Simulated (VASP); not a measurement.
# Ir in VASP: a series of runs

The runs below take Ir through single point, with PBE, LDA, PBEsol.

Everything below comes from runs of VASP 6.6.1. Logs are shortened: lines on timing, memory, paths and dates and some standing lists are left out, and cuts for length are marked.

## 1. The cell of the first run

The structure is trigonal, space group R-3m (No. 166). Conventional cell: a = 2.674 Å, b = 2.674 Å, c = 6.850 Å, α = 90.00°, β = 90.00°, γ = 120.00°. Within 3.5 Å of Ir (site symmetry -3m) lie 12 Ir at 2.67 to 2.76 Å.

## 2. Single point, PBE (equal xy, yz and zx shear strains of +3 %)

File INCAR:

```
ALGO = Normal
EDIFF = 1E-7
ENCUT = 520
GGA = PE
ISIF = 2
ISMEAR = -1
LASPH = True
LCHARG = False
LREAL = False
LWAVE = False
NBANDS = 10
NELM = 80
PREC = Accurate
SIGMA = 0.05
```

File KPOINTS:

```
k-points
0
Gamma
  15 15 15
```

File POSCAR:

```
Ir
1.0
    0.0575910000      1.9484955000      1.9484955000
    1.9484955000      0.0575910000      1.9484955000
    1.9484955000      1.9484955000      0.0575910000
Ir
1
Direct
    0.0000000000      0.0000000000      0.0000000000
```

Potentials or basis: VASP PAW PBE potentials, release 64 (Ir).

Launch:

```sh
cat potpaw_PBE.64/Ir/POTCAR > POTCAR
mpirun -np 1 vasp_std > vasp.out
```

OUTCAR:

```text
EDIFF = 1E-7
   ENCUT = 520
   GGA = PE
   ISIF = 2
   ISMEAR = -1
   LASPH = True
   LREAL = False
   NELM = 80
   PREC = Accurate

 ion  position               nearest neighbor table
   1  0.000  0.000  0.000-

  LATTYP: Found a trigonal (rhomboedric) cell.
 ALAT       =     2.7561905142
 COS(alpha) =     0.5293254421

  Lattice vectors:

 A1 = (   0.0575910000,   1.9484955000,   1.9484955000)
 A2 = (   1.9484955000,   0.0575910000,   1.9484955000)
 A3 = (   1.9484955000,   1.9484955000,   0.0575910000)

Analysis of symmetry for initial positions (statically):
=====================================================================
 Subroutine PRICEL returns:
 Original cell was already a primitive cell.

 Routine SETGRP: Setting up the symmetry group for a
 trigonal (rhombohedral) supercell.

 Subroutine GETGRP returns: Found 12 space group operations
 (whereof 12 operations were pure point group operations)
 out of a pool of 12 trial point group operations.

The static configuration has the point symmetry D_3d.

Analysis of symmetry for dynamics (positions and initial velocities):
=====================================================================
 Subroutine PRICEL returns:
 Original cell was already a primitive cell.

 Routine SETGRP: Setting up the symmetry group for a
 trigonal (rhombohedral) supercell.

 Subroutine GETGRP returns: Found 12 space group operations
 (whereof 12 operations were pure point group operations)
 out of a pool of 12 trial point group operations.

The dynamic configuration has the point symmetry D_3d.

 Subroutine INISYM returns: Found 12 space group operations
 (whereof 12 operations are pure point group operations),
 and found     1 'primitive' translations

----------------------------------------------------------------------------------------

                                     Primitive cell

  volume of cell :      14.1397

  direct lattice vectors                    reciprocal lattice vectors
     0.057591000  1.948495500  1.948495500    -0.268274550  0.260572888  0.260572888
     1.948495500  0.057591000  1.948495500     0.260572888 -0.268274550  0.260572888
     1.948495500  1.948495500  0.057591000     0.260572888  0.260572888 -0.268274550

  length of vectors
     2.756190514  2.756190514  2.756190514     0.455815417  0.455815417  0.455815417

  position of ions in fractional coordinates (direct lattice)
     0.000000000  0.000000000  0.000000000

  ion indices of the primitive-cell ions
   primitive index   ion index
                 1           1

----------------------------------------------------------------------------------------

 KPOINTS: k-points

Automatic generation of k-mesh.
 Grid dimensions read from file:
 generate k-points for:   15   15   15

 Generating k-lattice:

  Cartesian coordinates                     Fractional coordinates (reciprocal lattice)
    -0.017884970  0.017371526  0.017371526     0.066666667  0.000000000  0.000000000
     0.017371526 -0.017884970  0.017371526     0.000000000  0.066666667  0.000000000
     0.017371526  0.017371526 -0.017884970     0.000000000  0.000000000  0.066666667

  Length of vectors
     0.030387694  0.030387694  0.030387694

  Shift w.r.t. Gamma in fractional coordinates (k-lattice)
     0.000000000  0.000000000  0.000000000

 Subroutine IBZKPT returns following result:
 ===========================================

 Found    344 irreducible k-points:

 Following reciprocal coordinates:
            Coordinates               Weight
  0.000000  0.000000  0.000000      1.000000
  0.066667 -0.000000  0.000000      6.000000
  0.133333  0.000000  0.000000      6.000000
  0.200000  0.000000  0.000000      6.000000
  0.266667  0.000000  0.000000      6.000000
  0.333333  0.000000 -0.000000      6.000000
[... 16 lines left out ...]
  0.133333  0.133333 -0.000000      6.000000
  0.200000  0.133333 -0.000000     12.000000
 [... further k-points ...]
   k-points           NKPTS =    344   k-points in BZ     NKDIM =    344   number of bands    NBANDS=     10
   number of dos      NEDOS =    301   number of ions     NIONS =      1
   total plane-waves  NPLWV =   8000
   dimension x,y,z NGX =    20 NGY =   20 NGZ =   20
   dimension x,y,z NGXF=    40 NGYF=   40 NGZF=   40
   ions per type =               1
   NGX,Y,Z   is equivalent  to a cutoff of  12.06, 12.06, 12.06 a.u.
   NGXF,Y,Z  is equivalent  to a cutoff of  24.13, 24.13, 24.13 a.u.
 SYSTEM =  unknown system
   PREC   = accura    normal or accurate (medium, high low for compatibility)
   ISTART =      0    job   : 0-new  1-cont  2-samecut
   ICHARG =      2    charge: 1-file 2-atom 10-const
   ISPIN  =      1    spin polarized calculation?
   LNONCOLLINEAR =      F non collinear calculations
   LSORBIT =      F    spin-orbit coupling
   LASPH  =      T    aspherical Exc in radial PAW
   ENCUT  =  520.0 eV  38.22 Ry    6.18 a.u.   5.12  5.12  5.12*2*pi/ulx,y,z
   NELM   =     80;   NELMIN=  2; NELMDL= -5     # of ELM steps
   EDIFF  = 0.1E-06   stopping-criterion for ELM
   LREAL  =      F    real-space projection
   EDIFFG = 0.1E-05   stopping-criterion for IOM
   NSW    =      0    number of steps for IOM
   IBRION =     -1    ionic relax: 0-MD 1-quasi-New 2-CG
   NFREE  =      0    steps in history (QN), initial steepest desc. (CG)
   ISIF   =      2    stress and relaxation
   ISYM   =      2    0-nonsym 1-usesym 2-fastsym
   POTIM  = 0.5000    time-step for ionic-motion
   TEBEG  =    0.0;   TEEND  =   0.0 temperature during run
   PSTRESS=    0.0 pullay stress
   NELECT =       9.0000    total number of electrons
   NUPDOWN=      -1.0000    fix difference up-down
   EMIN   =  10.00;   EMAX   =-10.00  energy-range for DOS
   EFERMI =   0.00;   METHOD = LEGACY
   ISMEAR =    -1;   SIGMA  =   0.05  broadening in eV -4-tet -1-fermi 0-gaus
   EFERMI_NEDOS =   21; number of points for ismear=-14 and -15
   IALGO  =     38    algorithm
   IMIX   =      4    mixing-type and parameters
     AMIX     =   0.40;   BMIX     =  1.00
     AMIX_MAG =   1.60;   BMIX_MAG =  1.00
  volume/ion in A,a.u.               =      14.14        95.42
  Fermi-wavevector in a.u.,A,eV,Ry     =   1.408237  2.661182 26.982140  1.983131
  Thomas-Fermi vector in A             =   2.530415
   LORBIT       =      0    0 simple, 1 ext, 2 COOP (PROOUT), +10 PAW based schemes
   GGA     = PE    functional components
   LHFCALC =     F    Hartree Fock is set to
   AEXX    =    0.0000 exact exchange contribution
   IVDW    =     0    specifies the selected vdW correction
   LEPSILON=     F    determine dielectric tensor
   LRPA    =     F    only Hartree local field effects (RPA)
 non-spin polarized calculation
  energy-cutoff  :      520.00
  volume of cell :       14.14
 maximum number of plane-waves:       389
   NGX = 11   NGY = 11   NGZ = 11

 number of electron       9.0000001 magnetization

 Free energy of the ion-electron system (eV)
  ---------------------------------------------------
  ext. energy  EPLUGINS =         0.00000000
  ---------------------------------------------------
  free energy    TOTEN  =        -8.81415514 eV

  energy without entropy =       -8.80675054  energy(sigma->0) =       -8.81045284

 E-fermi :  10.4418     XC(G=0): -13.9892

 val. band max:       10.4348620627   @ k =  -0.4667   0.4667   0.1333
 cond. band min:      10.4432757382   @ k =  -0.0667   0.4000   0.0667
 fundamental gap:      0.0084136754
 Fermi energy:        10.4418059321

 k-point     1 :       0.0000    0.0000    0.0000
  band No.  band energies     occupation
      1      -0.7088      2.00000
      2       6.0729      2.00000
      3       6.7183      2.00000
      4       6.7183      2.00000
      5       9.2597      2.00000
      6       9.2597      2.00000
      7      24.7030      0.00000
      8      29.4325      0.00000
      9      30.8379      0.00000
     10      30.8379      0.00000

 k-point     2 :       0.0667   -0.0000    0.0000
  band No.  band energies     occupation
      1      -0.5057      2.00000
      2       6.1468      2.00000
      3       6.6134      2.00000
      4       6.8286      2.00000
      5       9.1863      2.00000
      6       9.1943      2.00000
      7      25.0599      0.00000
      8      29.3551      0.00000
      9      30.1686      0.00000
     10      31.1518      0.00000

 k-point     3 :       0.1333    0.0000    0.0000
  band No.  band energies     occupation
      1       0.0728      2.00000
      2       6.2135      2.00000
      3       6.4780      2.00000
      4       7.1106      2.00000
      5       9.0385      2.00000
      6       9.0632      2.00000
      7      25.9694      0.00000
      8      27.7265      0.00000
      9      30.9521      0.00000
     10      32.0486      0.00000

 k-point     4 :       0.2000    0.0000    0.0000
  band No.  band energies     occupation
      1       0.9123      2.00000
      2       6.0325      2.00000
      3       6.5966      2.00000
      4       7.3668      2.00000
      5       9.0248      2.00000
      6       9.0962      2.00000
      7      25.6539      0.00000
      8      27.2529      0.00000
      9      32.4075      0.00000
     10      33.3879      0.00000
[... 222 lines left out ...]
 k-point    22 :      -0.0667    0.0667    0.0000
  band No.  band energies     occupation
      1      -0.1698      2.00000
      2       6.3231      2.00000
      3       6.3802      2.00000
      4       7.0331      2.00000
      5       8.9131      2.00000
      6       9.2454      2.00000
      7      25.6451      0.00000
      8      28.7282      0.00000
      9      30.1682      0.00000
     10      31.5339      0.00000

 k-point    23 :       0.1333    0.1333   -0.0000
  band No.  band energies     occupation
      1       0.3127      2.00000
      2       5.7337      2.00000
      3       6.9281      2.00000
      4       7.3026      2.00000
      5       8.4128      2.00000
      6       9.5500      2.00000
      7      26.4259      0.00000
      8      28.6215      0.00000
      9      30.1189      0.00000
     10      31.0605      0.00000

 k-point    24 :       0.2000    0.1333   -0.0000
  band No.  band energies     occupation
      1       0.9515      2.00000
      2       5.4529      2.00000
      3       7.1160      2.00000
      4       7.5744      2.00000
      5       8.2297      2.00000
      6       9.6889      2.00000
      7      27.2958      0.00000
      8      27.7366      0.00000
      9      30.1595      0.00000
     10      31.5464      0.00000

 [... further k-points ...]
[... 5 lines left out ...]
  --------------------------------------------------------------------------------------
  -------------------------------------------------------------------------------------
  Total        0.9628090      0.9628090      0.9628090     -0.7630787     -0.7630787     -0.7630787
  in kB      109.0965378    109.0965378    109.0965378    -86.4649610    -86.4649610    -86.4649610
  external PRESSURE =     109.0965378 kB  Pullay stress =       0.0000000 kB

 VOLUME and BASIS-vectors are now :
 -----------------------------------------------------------------------------
  energy-cutoff  :      520.00
  volume of cell :       14.14
      direct lattice vectors                 reciprocal lattice vectors
     0.057591000  1.948495500  1.948495500    -0.268274550  0.260572888  0.260572888
     1.948495500  0.057591000  1.948495500     0.260572888 -0.268274550  0.260572888
     1.948495500  1.948495500  0.057591000     0.260572888  0.260572888 -0.268274550

 POSITION                                       TOTAL-FORCE (eV/Angst)
 -----------------------------------------------------------------------------------
      0.00000      0.00000      0.00000         0.000000     -0.000000      0.000000
 -----------------------------------------------------------------------------------
    total drift:                                0.000000      0.000000     -0.000000

  FREE ENERGIE OF THE ION-ELECTRON SYSTEM (eV)
  ---------------------------------------------------
  free  energy   TOTEN  =        -8.8141551410 eV

  energy  without entropy=       -8.8067505437  energy(sigma->0) =       -8.81045284
```

It took 56 s on 1 thread of Intel Xeon 8259CL, shared host; peak memory 0.17 GiB.

Results:

```yaml
Free_energy: -8.8142 eV
Pressure: 10.9 GPa
Band_gap_on_the_k_mesh: zero (an odd number of electrons rules out a gap without spin polarisation)
```

Stress tensor (GPa, compression positive):
```
10.91 -8.65 -8.65
-8.65 10.91 -8.65
-8.65 -8.65 10.91
```

Levels at points of the mesh, in eV from the Fermi level:
```
           k point  band 1  band 2  band 3  band 4  band 5  band 6  band 7  band 8
(0.00, 0.00, 0.00)  -11.15   -4.37   -3.72   -3.72   -1.18   -1.18   14.26   18.99
```

Caveat: the cell differs from its parent crystal (equal xy, yz and zx shear strains of +3 %); the cell stands under pressure; spin-orbit coupling is left out, which moves the levels of the heavy elements.

## 3. Single point, LDA

File INCAR:

```
ALGO     = Normal         # electronic algorithm
EDIFF    = 1E-6           # SCF threshold, eV
ENCUT    = 520            # plane-wave cutoff, eV
GGA      = CA             # functional
ISIF     = 2              # what is computed and relaxed
ISMEAR   = -1             # smearing method
LASPH    = True           # aspherical terms in the spheres
LCHARG   = False          # write CHGCAR
LREAL    = False          # projectors in reciprocal space
LWAVE    = False          # write WAVECAR
NBANDS   = 10             # bands
NELM     = 80             # most SCF steps
PREC     = Accurate       # precision mode
SIGMA    = 0.05           # smearing width, eV
```

KPOINTS is that of step 2.

File POSCAR:

```
Ir
1.0
    0.0000000000      1.9197000000      1.9197000000
    1.9197000000      0.0000000000      1.9197000000
    1.9197000000      1.9197000000      0.0000000000
Ir
1
Direct
    0.0000000000      0.0000000000      0.0000000000
```

Potentials or basis: VASP PAW LDA potentials, release 64 (Ir).

Launch:

```sh
cat potpaw_LDA.64/Ir/POTCAR > POTCAR
mpirun -np 1 vasp_std > vasp.out
```

OUTCAR:

```text
EDIFF = 1E-6
   ENCUT = 520
   GGA = CA
   ISIF = 2
   ISMEAR = -1
   LASPH = True
   LREAL = False
   NELM = 80
   PREC = Accurate

 ion  position               nearest neighbor table
   1  0.000  0.000  0.000-

  LATTYP: Found a face centered cubic cell.
 ALAT       =     3.8394000000

  Lattice vectors:

 A1 = (   0.0000000000,   1.9197000000,   1.9197000000)
 A2 = (   1.9197000000,   0.0000000000,   1.9197000000)
 A3 = (   1.9197000000,   1.9197000000,   0.0000000000)

Analysis of symmetry for initial positions (statically):
=====================================================================
 Subroutine PRICEL returns:
 Original cell was already a primitive cell.

 Routine SETGRP: Setting up the symmetry group for a
 face centered cubic supercell.

 Subroutine GETGRP returns: Found 48 space group operations
 (whereof 48 operations were pure point group operations)
 out of a pool of 48 trial point group operations.

The static configuration has the point symmetry O_h .

Analysis of symmetry for dynamics (positions and initial velocities):
=====================================================================
 Subroutine PRICEL returns:
 Original cell was already a primitive cell.
[... 156 lines left out ...]
 cond. band min:      10.3790735740   @ k =  -0.3333   0.2000   0.0667
 fundamental gap:      0.0271854502
 Fermi energy:        10.3540306281

 k-point     1 :       0.0000    0.0000    0.0000
  band No.  band energies     occupation
      1      -0.7970      2.00000
      2       6.3889      2.00000
      3       6.3889      2.00000
      4       6.3889      2.00000
      5       9.1151      2.00000
      6       9.1151      2.00000
      7      24.6536      0.00000
      8      30.1907      0.00000
      9      30.1907      0.00000
     10      30.1907      0.00000
[... 287 lines left out ...]
 k-point    24 :       0.2000    0.1333    0.0000
  band No.  band energies     occupation
      1       0.8549      2.00000
      2       5.3417      2.00000
      3       7.1790      2.00000
      4       7.2736      2.00000
      5       8.0909      2.00000
      6       9.5831      2.00000
      7      27.3589      0.00000
      8      27.4294      0.00000
      9      30.4862      0.00000
     10      31.0265      0.00000

 [... further k-points ...]
[... 5 lines left out ...]
  --------------------------------------------------------------------------------------
  -------------------------------------------------------------------------------------
  Total       -0.5534317     -0.5534317     -0.5534317      0.0000000      0.0000000      0.0000000
  in kB      -62.6678058    -62.6678058    -62.6678058      0.0000000      0.0000000      0.0000000
  external PRESSURE =     -62.6678058 kB  Pullay stress =       0.0000000 kB

 VOLUME and BASIS-vectors are now :
 -----------------------------------------------------------------------------
  energy-cutoff  :      520.00
  volume of cell :       14.15
      direct lattice vectors                 reciprocal lattice vectors
     0.000000000  1.919700000  1.919700000    -0.260457363  0.260457363  0.260457363
     1.919700000  0.000000000  1.919700000     0.260457363 -0.260457363  0.260457363
     1.919700000  1.919700000  0.000000000     0.260457363  0.260457363 -0.260457363

 POSITION                                       TOTAL-FORCE (eV/Angst)
 -----------------------------------------------------------------------------------
      0.00000      0.00000      0.00000        -0.000000      0.000000      0.000000
 -----------------------------------------------------------------------------------
    total drift:                                0.000000      0.000000     -0.000000

  FREE ENERGIE OF THE ION-ELECTRON SYSTEM (eV)
  ---------------------------------------------------
  free  energy   TOTEN  =       -10.3306752204 eV

  energy  without entropy=      -10.3226197954  energy(sigma->0) =      -10.32664751
```

stdout:

```text
POSCAR found type information on POSCAR Ir
 POSCAR found :  1 types and       1 ions
 scaLAPACK will be used
 LDA part: xc-table for (Slater(with rela. corr.)+CA(PZ))
 , standard interpolation
 POSCAR, INCAR and KPOINTS ok, starting setup
 FFT: planning ... GRIDC
 FFT: planning ... GRID_SOFT
 FFT: planning ... GRID
 WAVECAR not read
 entering main loop
```

Wall time 20 s (1 thread of Intel Xeon 8259CL, shared host); peak memory 0.13 GiB.

What came out:

```yaml
Free_energy: -10.3307 eV
Pressure: -6.3 GPa
Band_gap_on_the_k_mesh: zero (an odd number of electrons rules out a gap without spin polarisation)
```

Caveat: the cell stands under tension; spin-orbit coupling is left out, which moves the levels of the heavy elements.

(Part 1 of 2 ends here.)
